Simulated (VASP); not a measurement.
Crystal: BaTiO3.

```
Ba Ti O
1.0
     3.99980    0.00000    0.00000
     0.00000    3.99980    0.00000
     0.00000    0.00000    4.01800
Ba Ti O
1 1 3
Cartesian
  3.9821 3.9624 0.0141
  2.0100 1.9676 1.8835
  1.9168 2.0572 0.0257
  2.0108 0.0132 2.0467
  0.0798 1.9992 2.1695
```

Base run:

| Item | Value |
| --- | --- |
| Program | VASP 6.6.1 |
| Functional | LDA |
| Potentials or basis | VASP PAW LDA potentials, release 64 (Ba_sv, Ti_sv, O) |
| Cutoff | 600 eV |
| k mesh | 7 × 7 × 7 |
| Occupations | fermi-dirac, width 0.05 eV |
| Spin | no spin polarisation |
| Hubbard terms | Ti d U = 5.0 eV |

Its results: band gap on the k mesh 2.46 eV (least direct gap 2.73 eV); pressure -1.7 GPa; largest force 1.531 eV/Å.

Q: The run is repeated on the same cell with these changes: hubbard terms from Ti d U = 5.0 eV to Ti d U = 3.0 eV. What comes out?

A: Band gap on the k mesh 2.21 eV (least direct gap 2.47 eV); pressure -3.4 GPa; largest force 1.327 eV/Å.

Caveats: spin-orbit coupling is left out, which moves the levels of the heavy elements; an odd mesh through Γ misses points on the zone boundary, where band edges can lie; forces of over 1 eV/Å act on the atoms, so gaps and moduli don't describe the material at rest; the cell stands under tension (at least some runs).
